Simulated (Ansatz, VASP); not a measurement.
## H10C2S in VASP and in Ansatz

```
CELL_PARAMETERS angstrom
8.23275 0.00000 0.00000
0.00000 8.23275 0.00000
0.00000 0.00000 8.23275
ATOMIC_POSITIONS crystal
S 0.24967 0.41696 0.50569
S 0.91184 0.09780 0.15992
S 0.75639 0.23513 0.64322
H 0.35489 0.33908 0.60590
H 0.36500 0.43244 0.38968
H 0.05086 0.17005 0.21336
H 0.93276 0.15694 0.00712
H 0.82242 0.36360 0.56459
H 0.78718 0.13666 0.51544
H 0.31898 0.32359 0.95739
H 0.47598 0.18788 0.89280
H 0.41896 0.19557 0.10199
H 0.52577 0.36209 0.01224
H 0.06072 0.52379 0.04931
H 0.12940 0.61732 0.23277
H 0.07327 0.74065 0.06287
H 0.25533 0.62162 0.05446
H 0.78164 0.67923 0.22659
H 0.74775 0.46464 0.24554
H 0.58126 0.59915 0.20488
H 0.67557 0.60111 0.40009
H 0.67808 0.82679 0.87557
H 0.59805 0.71234 0.70750
H 0.75852 0.63055 0.82973
H 0.79781 0.79847 0.69611
H 0.19747 0.98375 0.89331
H 0.10099 0.85834 0.74474
H 0.31781 0.86665 0.75537
H 0.20577 0.03867 0.68297
H 0.48720 0.00266 0.41739
H 0.39198 0.80701 0.41562
H 0.44529 0.90365 0.22834
H 0.28200 0.98197 0.34943
C 0.43482 0.26741 0.99107
C 0.12984 0.62576 0.09964
C 0.69679 0.58568 0.26935
C 0.70785 0.74201 0.77701
C 0.20559 0.93708 0.76898
C 0.40177 0.92384 0.35263
```

Alike in both runs: functional PBE; k mesh 1 × 1 × 1; occupations fermi-dirac, width 0.05 eV; no spin polarisation.

Ansatz relaxed the structure, and its values are those at the end. VASP's run is a single point on that final structure, the one shown.

```csv
,VASP,Ansatz
version,VASP 6.6.1,Ansatz 0.2.0
potentials or method,"VASP PAW PBE potentials, release 64 (S, H, C), cutoff 520 eV","scalar-relativistic, plane waves, PAW"
valence electrons in the cell,72,72
```

|  | VASP | Ansatz | Ansatz less VASP |
| --- | --- | --- | --- |
| gap on the k mesh at the Fermi level (eV) | 4.41 | 4.39 | -0.024 |
| rms of the force components (eV/Å) | 0.068 | 0.055 | -0.0128 |

The functional is the same, so the differences come from potentials, cutoffs and numerics. Ansatz's warnings: xc potential rough in thin density.
